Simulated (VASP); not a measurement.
Write the native input for VASP 6.6.1 that does the following.

- Task: relaxation of cell and atoms
- Functional: PBE
- Potentials or basis: VASP PAW PBE potentials, release 64 (Cu_sv_GW, F)
- Cutoff: 820 eV
- k mesh: 6 × 6 × 6
- Occupations: gaussian, width 0.1 eV
- Spin: no spin polarisation
- Dipole correction: no
- Further INCAR settings: ALGO = Normal; EDIFF = 1e-07; IBRION = 2; EDIFFG = -0.04; NSW = 90; ISIF = 3

The structure of CuF lies in POSCAR:

```
CuF
1.0
    0.0000000000      2.1918745230      2.3393651451
    2.0607717478      0.0000000000      2.3393651451
    2.0607717478      2.1918745230      0.0000000000
Cu F
1 1
Direct
    0.0000000000      0.0000000000      0.0000000000
    0.5000000000      0.5000000000      0.5000000000
```

The input as run:

INCAR

```
SYSTEM = CuF
ALGO = Normal
EDIFF = 1E-7
EDIFFG = -0.04
ENCUT = 820
GGA = PE
GGA_COMPAT = .FALSE.
IBRION = 2
ISIF = 3
ISMEAR = 0
LASPH = .TRUE.
LCHARG = .FALSE.
LREAL = .FALSE.
LWAVE = .FALSE.
NELM = 120
NELMIN = 4
NSW = 90
PREC = Accurate
SIGMA = 0.1
```

KPOINTS

```
k-points
0
G
  6 6 6
  0 0 0
```

Potentials or basis: VASP PAW PBE potentials, release 64 (Cu_sv_GW, F).

Command:

```sh
$ cat potpaw_PBE.64/Cu_sv_GW/POTCAR potpaw_PBE.64/F/POTCAR > POTCAR
$ mpirun -np 1 vasp_std > vasp.out
```

Results of the run:

| Property | Result |
| --- | --- |
| Relaxed volume | 12.14 Å³/atom |
| Relaxed cell | a = 3.402 Å, b = 3.294 Å, c = 3.103 Å, α = 64.17°, β = 60.63°, γ = 55.20° |
| Space group after relaxing (to 0.1 Å) | Fmmm (No. 69) |
| Energy gained by relaxing | 62.6 meV/atom |
| Ionic steps | 10 |
| Pressure after relaxing | -0.2 GPa |
| Band gap on the k mesh | zero (bands 13 and 14 overlap by 0.89 eV) |

Caveat: the k points lie up to 0.40 Å⁻¹ apart in the final cell, too coarse for converged energies and pressures of a metal.

Run time: 2.5 min on 1 thread of AMD EPYC 9R45 96-Core Processor (Zen 5) (shared host), peak memory 0.18 GiB.
